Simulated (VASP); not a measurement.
A run of VASP 6.6.1:

INCAR

```
SYSTEM = Al
PREC = Accurate
ENCUT = 500
EDIFF = 1E-7
ISMEAR = 0
SIGMA = 0.05
LREAL = .False.
LASPH = .True.
NELM = 120
ALGO = Normal
ISIF = 8
LWAVE = .False.
LCHARG = .False.
GGA = PS
IBRION = 2
NSW = 50
EDIFFG = -0.02
GGA_COMPAT = .False.
NELMIN = 4
```

Contents of KPOINTS:

```
Automatic mesh
0
Gamma
  10 10 10
  0 0 0
```

The input POSCAR:

```
Al
1.0
    0.0000000000      2.0248050000      2.0248050000
    2.0248050000      0.0000000000      2.0248050000
    2.0248050000      2.0248050000      0.0000000000
Al
1
Direct
    0.0000000000      0.0000000000      0.0000000000
```

Potentials or basis: VASP PAW PBE potentials, release 64 (Al).

Launch:

```console
$ cat potpaw_PBE.64/Al/POTCAR > POTCAR
$ mpirun -np 1 vasp_std > vasp.out
```

Hardware: 1 thread of Intel Xeon 8259CL, on a shared host.

Question: How long does it take, and how much memory?

Answer: Run time: 5.1 s on 1 thread of Intel Xeon 8259CL, on a shared host, peak memory 0.13 GiB. Counts: scf iterations 17, k points 47, ion steps 2.
